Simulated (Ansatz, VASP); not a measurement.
## One calculation of Be3Cd2Te, two programs

```
Be Cd Te
1.0
    -3.13281    3.13281    3.17883
     3.13281   -3.13281    3.17883
     3.13281    3.13281   -3.17883
Be Cd Te
3 2 1
Direct
  0.79127 0.79127 0.00000
  0.20873 0.20873 0.00000
  0.00000 0.00000 0.00000
  0.75000 0.25000 0.50000
  0.25000 0.75000 0.50000
  0.50000 0.50000 0.00000
```

Alike in both runs: task single point; functional PBE; k mesh 4 × 4 × 4; occupations gaussian, width 0.1 eV; no spin polarisation.

|  | VASP | Ansatz |
| --- | --- | --- |
| version | VASP 6.6.1 | Ansatz 0.2.0 |
| potentials or method | VASP PAW PBE potentials, release 64 (Be, Cd, Te), cutoff 600 eV | scalar-relativistic, plane waves, PAW |
| valence electrons in the cell | 36 | 62 |

|  | VASP | Ansatz | Ansatz less VASP |
| --- | --- | --- | --- |
| gap on the k mesh at the Fermi level (eV) | none | none | - |
| pressure (GPa) | 27.6 | 27.4 | -0.24 |
| traceless stress, the component that is largest in VASP (GPa) | 67.75 | 67.32 | -0.431 |
| rms of the force components (eV/Å) | 3.153 | 3.108 | -0.0452 |

Atom by atom the forces differ by 0.045 eV/Å (rms over components). A gap of «none» marks a metal or a gap that the smearing closes. VASP's potentials hold 36 valence electrons a cell and Ansatz's 62, so a difference there can come from the potentials and not from the codes.

Spin-orbit coupling is off throughout.
